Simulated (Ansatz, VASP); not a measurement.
One calculation of Si, two programs

File INCAR:

```
SYSTEM = Si
PREC = Accurate ; ENCUT = 520
EDIFF = 1E-7 ; ISMEAR = 0
SIGMA = 0.1 ; LREAL = .False.
LASPH = .True. ; NELM = 80
ALGO = Normal ; ISIF = 2
LWAVE = .False. ; LCHARG = .False.
LDIPOL = .True. ; IDIPOL = 3
DIPOL = 0.5 0.5 0.500 ; GGA = PE
NBANDS = 11
```

Contents of KPOINTS:

```
Automatic mesh
0
Gamma
  15 15 1
  0 0 0
```

Contents of POSCAR:

```
Si
1.0
    4.0610000000      0.0000000000      0.0000000000
   -2.0305000000      3.5169291648      0.0000000000
    0.0000000000      0.0000000000     28.0000000000
Si
2
Direct
    0.3333333333      0.6666666667      0.5051071429
    0.6666666667      0.3333333333      0.4948928571
```

Input for Ansatz:

```yaml
crystal:
  lattice:
    - [4.061, 0.0, 0.0]
    - [-2.0305, 3.5169291648, 0.0]
    - [0.0, 0.0, 28.0]
  atoms:
    - { symbol: Si, position: [0.3333333333, 0.6666666667, 0.5051071429] }
    - { symbol: Si, position: [0.6666666667, 0.3333333333, 0.4948928571] }
  periodic: [true, true, false]
basis:
  ecutwfc: 420
kpoints:
  mp_grid: { grid: [15, 15, 1] }
hamiltonian:
  xc: pbe
  pseudopotentials: { kind: paw, azcp: { folder: soft_1 } }
scf:
  occupations: { method: gaussian, width: 0.1 }
output:
  forces: true
  stress: true
  eigenvalues: true
  write_density: true
  write_potential: true
  elf: true
  volumetric_format: npy
```

Alike in both runs: task single point; functional PBE; k mesh 15 × 15 × 1; occupations gaussian, width 0.1 eV; no spin polarisation.

|  | VASP | Ansatz |
| --- | --- | --- |
| version | VASP 6.6.1 | Ansatz 0.2.0 |
| potentials or method | VASP PAW PBE potentials, release 64 (Si), cutoff 520 eV | scalar-relativistic, plane waves, PAW |
| valence electrons in the cell | 8 | 8 |

|  | VASP | Ansatz | Ansatz less VASP |
| --- | --- | --- | --- |
| gap on the k mesh at the Fermi level (eV) | none | none | - |
| rms of the force components (eV/Å) | 0.015 | 0.015 | -0.0005 |

Atom by atom the forces differ by 0.000 eV/Å (rms over components). A gap of «none» marks a metal or a gap that the smearing closes.
